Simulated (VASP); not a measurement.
A run of VASP 6.6.1 is set up as follows.

Contents of POSCAR:

```
InSb2
1.0
    6.4142974336      0.0000000000      0.0000000000
    0.0000000000      6.4142974336      0.0000000000
    0.0000000000      0.0000000000      4.1314553997
In Sb
2 4
Direct
    0.0000000000      0.0000000000      0.0000000000
    0.5000000000      0.5000000000      0.5000000000
    0.3060000000      0.3060000000      0.0000000000
    0.1940000000      0.8060000000      0.5000000000
    0.6940000000      0.6940000000      0.0000000000
    0.8060000000      0.1940000000      0.5000000000
```

Contents of INCAR.step1:

```
SYSTEM = InSb2
PREC = Accurate ; ENCUT = 520
ISMEAR = 0 ; SIGMA = 0.1
LREAL = .False. ; LASPH = .True.
NELM = 80 ; NBANDS = 32
GGA = PE ; ALGO = Normal
EDIFF = 1E-4 ; LWAVE = .True.
LCHARG = .False.
```

The input INCAR.step2:

```
SYSTEM = InSb2
PREC = Accurate ; ENCUT = 520
EDIFF = 1E-6 ; ISMEAR = 0
SIGMA = 0.1 ; LREAL = .False.
LASPH = .True. ; NELM = 80
ALGO = Normal ; ISIF = 2
LWAVE = .False. ; LCHARG = .False.
METAGGA = R2SCAN ; LMIXTAU = .True.
NBANDS = 32 ; ISTART = 1
```

Contents of KPOINTS:

```
Automatic mesh
0
Gamma
  4 4 4
  0 0 0
```

Potentials or basis: VASP PAW PBE potentials, release 64 (In_d, Sb).

Launch:

```sh
$ cat potpaw_PBE.64/In_d/POTCAR potpaw_PBE.64/Sb/POTCAR > POTCAR
$ cp INCAR.step1 INCAR
$ mpirun -np 1 vasp_std > vasp.out
$ cp INCAR.step2 INCAR
$ mpirun -np 1 vasp_std > vasp.out
```

(1) Estimate the pressure.

(2) Predict the band gap on the k mesh.

(3) Estimate the largest force.

## Answers

(1) 12.2 GPa.

(2) zero (bands 23 and 24 overlap by 2.45 eV).

(3) 0.413 eV/Å.

Caveat: the k points lie up to 0.38 Å⁻¹ apart, too coarse for converged energies and pressures of a metal; the PAW data sets were made with another functional, which shifts forces and pressure a little; spin-orbit coupling is left out, which moves the levels of the heavy elements.
